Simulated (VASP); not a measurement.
**LaIn26P27 (a cell with a defect): single point with PBE**

The system is LaIn26P27 (a cell with a defect).

```
La In P
1.0
     0.00000    8.79150    8.79150
     8.79150    0.00000    8.79150
     8.79150    8.79150    0.00000
La In P
1 26 27
Direct
  0.00104 0.99987 0.99926
  0.00002 0.99993 0.33630
  0.99994 0.99993 0.66356
  0.00002 0.33642 0.99991
  0.00013 0.33327 0.33328
  0.99998 0.33651 0.66355
  0.99995 0.66366 0.99992
  0.99998 0.66373 0.33630
  0.00021 0.66660 0.66654
  0.33665 0.99993 0.99990
  0.33340 0.00006 0.33327
  0.33672 0.99992 0.66343
  0.33341 0.33328 0.00004
  0.33339 0.33330 0.33327
  0.33330 0.33328 0.66668
  0.33655 0.66359 0.99990
  0.33330 0.66669 0.33325
  0.33328 0.66671 0.66670
  0.66398 0.99995 0.99993
  0.66401 0.99995 0.33612
  0.66667 0.00021 0.66654
  0.66393 0.33619 0.99995
  0.66683 0.33326 0.33323
  0.66677 0.33328 0.66670
  0.66664 0.66658 0.00018
  0.66678 0.66671 0.33325
  0.66666 0.66659 0.66656
  0.09012 0.08990 0.08979
  0.08337 0.08324 0.41660
  0.09024 0.09004 0.72962
  0.08339 0.41668 0.08325
  0.08336 0.41676 0.41658
  0.08322 0.41630 0.75021
  0.09002 0.73026 0.08978
  0.08321 0.75025 0.41625
  0.08318 0.75024 0.75023
  0.41699 0.08326 0.08324
  0.41703 0.08326 0.41646
  0.41636 0.08319 0.75021
  0.41693 0.41659 0.08323
  0.41673 0.41661 0.41660
  0.41668 0.41662 0.75006
  0.41634 0.75025 0.08316
  0.41667 0.75006 0.41661
  0.41634 0.75023 0.75021
  0.73138 0.08959 0.08950
  0.75034 0.08318 0.41625
  0.75028 0.08320 0.75022
  0.75033 0.41629 0.08316
  0.75015 0.41663 0.41662
  0.75029 0.41630 0.75024
  0.75027 0.75025 0.08317
  0.75029 0.75027 0.41627
  0.75001 0.75000 0.74998
```

* Program: VASP 6.6.1
* Task: single point
* Functional: PBE
* Potentials or basis: VASP PAW PBE potentials, release 64 (La, In_d, P)
* Cutoff: 400 eV
* k mesh: 1 × 1 × 1
* Occupations: gaussian, width 0.05 eV
* Spin: collinear spin

```yaml
Pressure: 5.0 GPa
Largest_force: 0.007 eV/Å
Band_gap_on_the_k_mesh: 0.78 eV
Net_moment: 0.00 μB per cell
Valence_electrons_inside_the_program's_atomic_spheres: La 8.73; In 11.51, 11.48 (each value once); P 2.59, 2.55 (each value once)
```

Forces in eV/Å, atoms in the order of the input:
```
La   0.003 -0.002  0.000
In   0.000  0.000  0.006
In  -0.001  0.001  0.007
In   0.000  0.006  0.000
In  -0.001  0.001  0.001
In  -0.006  0.000  0.000
In   0.000  0.006  0.001
In  -0.006  0.000  0.000
In  -0.001  0.001  0.001
In   0.007  0.000  0.000
In  -0.001  0.001  0.000
In   0.001 -0.006  0.000
In   0.000  0.001  0.000
In  -0.002  0.000  0.000
In   0.000  0.001 -0.002
In   0.000  0.001 -0.006
In   0.001 -0.003  0.001
In   0.003 -0.001  0.001
In   0.006 -0.001 -0.001
In   0.000 -0.006  0.001
In   0.001 -0.001 -0.001
In   0.001 -0.001 -0.005
In  -0.003  0.000 -0.001
In   0.000  0.002  0.000
In   0.002  0.001 -0.001
In   0.001 -0.001  0.003
In   0.000 -0.002 -0.001
P    0.003  0.002  0.001
P    0.000 -0.001 -0.005
P   -0.001 -0.002  0.001
P    0.000 -0.006  0.000
P    0.005  0.000  0.000
P    0.002 -0.002  0.002
P   -0.003  0.004 -0.004
P    0.001  0.003 -0.001
P   -0.002 -0.001 -0.001
P   -0.005  0.000  0.000
P    0.000  0.004  0.000
P   -0.003  0.001  0.002
P    0.000  0.001  0.005
P    0.001  0.000  0.000
P   -0.001  0.000  0.001
P   -0.002  0.003  0.001
P   -0.001  0.000 -0.001
P   -0.003  0.002  0.002
P    0.004 -0.004 -0.005
P    0.003  0.001 -0.001
P   -0.001 -0.001 -0.001
P    0.002 -0.002  0.002
P    0.000  0.000 -0.001
P    0.001 -0.002  0.002
P   -0.002 -0.001 -0.002
P    0.000  0.002 -0.003
P    0.000  0.000  0.001
```

Levels at points of the mesh, in eV from the valence-band top:
Spin up:
```
           k point  band 240  band 241  band 242  band 243  band 244  band 245
(0.00, 0.00, 0.00)      0.00      0.00      0.00      0.78      1.60      1.63
```
Spin down:
| k point | band 238 | band 239 | band 240 | band 241 | band 242 | band 243 | band 244 | band 245 | band 246 | band 247 |
| --- | --- | --- | --- | --- | --- | --- | --- | --- | --- | --- |
| (0.00, 0.00, 0.00) | -0.55 | -0.54 | 0.00 | 0.00 | 0.00 | 0.78 | 1.60 | 1.63 | 1.63 | 1.63 |

It took 49 min on 1 thread of AMD EPYC 7R13 (shared host), peak memory 1.5 GiB.

Caveat: the k points lie up to 0.62 Å⁻¹ apart; semilocal functionals underestimate gaps, and a narrow one can read as zero; spin-orbit coupling is left out, which moves the levels of the heavy elements.
